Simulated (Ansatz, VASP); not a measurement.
## One calculation of Mg2BeS3, two programs

```
Mg Be S
1.0
     4.20273    0.00000    0.00000
    -2.10136    3.63967    0.00000
     0.00000    0.00000    6.76482
Mg Be S
2 1 3
Cartesian
  0.0000 2.4264 5.2870
  0.0000 2.4264 1.4778
  2.1014 1.2132 3.3824
  2.1014 1.2132 0.0000
  0.0000 0.0000 3.3824
  0.0000 0.0000 0.0000
```

Change from the starting cell: species swapped into the Ce2CuSi3 type (P-6m2, No. 187).

Alike in both runs: functional PBE; k mesh 4 × 4 × 2; occupations gaussian, width 0.15 eV; no spin polarisation.

Ansatz relaxed the structure, and its values are those at the end. VASP's run is a single point on that final structure, the one shown.

```csv
,VASP,Ansatz
version,VASP 6.6.1,Ansatz 0.2.0
potentials or method,"VASP PAW PBE potentials, release 64 (Mg, Be, S), cutoff 600 eV","scalar-relativistic, plane waves, PAW"
valence electrons in the cell,24,40
```

Ansatz gave:

| Quantity | Value |
| --- | --- |
| gap on the k mesh at the Fermi level (eV) | none |
| pressure (GPa) | -0.3 |
| rms of the force components (eV/Å) | 0.021 |

Estimate VASP's values.

gap on the k mesh at the Fermi level (eV): none; pressure (GPa): -0.5; rms of the force components (eV/Å): 0.015.

A gap of «none» marks a metal or a gap that the smearing closes. VASP's potentials hold 24 valence electrons a cell and Ansatz's 40, so a difference there can come from the potentials and not from the codes.

The k mesh is coarse, so the values compare programs but aren't converged.
